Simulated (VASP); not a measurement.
A run of VASP 6.6.1 is set up as follows.

File POSCAR:

```
AlN
1.0
    3.2923468268      0.0000000000      0.0000000000
   -1.6461734134      2.8512559901      0.0000000000
    0.0000000000      0.0000000000      4.1369586208
Al N
2 2
Direct
    0.3333333333      0.6666666667      0.2500000000
    0.6666666667      0.3333333333      0.7500000000
    0.6666666667      0.3333333333      0.2500000000
    0.3333333333      0.6666666667      0.7500000000
```

File INCAR.step1:

```
  PREC = Accurate
  ENCUT = 500
  EDIFF = 1E-8
  ISMEAR = 0
  SIGMA = 0.01
  LREAL = False
  LASPH = True
  NELM = 60
  ALGO = Normal
  LWAVE = True
  LCHARG = False
  METAGGA = R2SCAN
  LMIXTAU = True
```

INCAR.step2

```
  PREC = Accurate
  ENCUT = 500
  EDIFF = 1E-8
  ISMEAR = 0
  SIGMA = 0.01
  LREAL = False
  LASPH = True
  NELM = 1
  ALGO = Exact
  LWAVE = True
  LCHARG = False
  METAGGA = R2SCAN
  LMIXTAU = True
  NBANDS = 71
  LOPTICS = True
  ISTART = 1
```

File INCAR.step3:

```
  PREC = Accurate
  ENCUT = 500
  EDIFF = 1E-8
  ISMEAR = 0
  SIGMA = 0.01
  LREAL = False
  LASPH = True
  ALGO = EVGW0
  LWAVE = False
  LCHARG = False
  METAGGA = R2SCAN
  LMIXTAU = True
  NELMGW = 1
  NBANDS = 71
  ENCUTGW = 80.0
  NOMEGA = 96
  PRECFOCK = Fast
  ISTART = 1
  NBANDSGW = 16
  OMEGAMAX = 20
```

Contents of KPOINTS:

```
Automatic mesh
0
Gamma
  6 6 4
```

Potentials or basis: VASP PAW PBE potentials, release 64 (Al_GW, N_GW).

Command:

```bash
$ cat potpaw_PBE.64/Al_GW/POTCAR potpaw_PBE.64/N_GW/POTCAR > POTCAR
$ cp INCAR.step1 INCAR
$ mpirun -np 1 vasp_std > vasp.out
$ cp INCAR.step2 INCAR
$ mpirun -np 1 vasp_std > vasp.out
$ cp INCAR.step3 INCAR
$ mpirun -np 1 vasp_std > vasp.out
```

Question: Predict the quasiparticle gap.

Answer: 4.90 eV.

Question: What does it give for the least direct quasiparticle gap?

Answer: 4.90 eV.

Question: What does it give for the band gap of the starting levels on the mesh?

Answer: 4.05 eV.

Question: Estimate the least direct gap of the starting levels on the mesh.

Answer: 4.05 eV.

Caveat: the k points lie up to 0.38 Å⁻¹ apart; bands, screening cutoff and mesh are small and nothing is extrapolated, so the quasiparticle values aren't converged.
